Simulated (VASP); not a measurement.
Crystal: SnO2.

```xyz
3
Lattice="1.5952 0.9210 4.7357 -1.5952 0.9210 4.7357 0.0000 -1.8420 4.7357" Properties=species:S:1:pos:R:3 pbc="T T T"
Sn    0.0000    0.0000    7.1036
O     0.0000    0.0000   10.8376
O     0.0000    0.0000    3.3695
```

Base run:

* Program: VASP 6.6.1
* Functional: r2SCAN
* Potentials or basis: VASP PAW PBE potentials, release 64 (Sn_d, O)
* Cutoff: 520 eV
* k mesh: 10 × 10 × 10
* Occupations: fermi-dirac, width 0.05 eV
* Spin: no spin polarisation

Its results: band gap on the k mesh 2.73 eV (least direct gap 2.88 eV); pressure 0.0 GPa; largest force 0.090 eV/Å.

**Question.** The run is repeated on the same cell with these changes: functional from r2SCAN to PBE. What comes out?

**Answer.** Band gap on the k mesh 2.18 eV (least direct gap 2.33 eV); pressure 6.4 GPa; largest force 0.372 eV/Å.

Caveats: spin-orbit coupling is left out, which moves the levels of the heavy elements; the PAW data sets were made with another functional, which shifts forces and pressure a little (at least some runs); the cell stands under pressure (at least some runs).

A k mesh can miss the band edges.
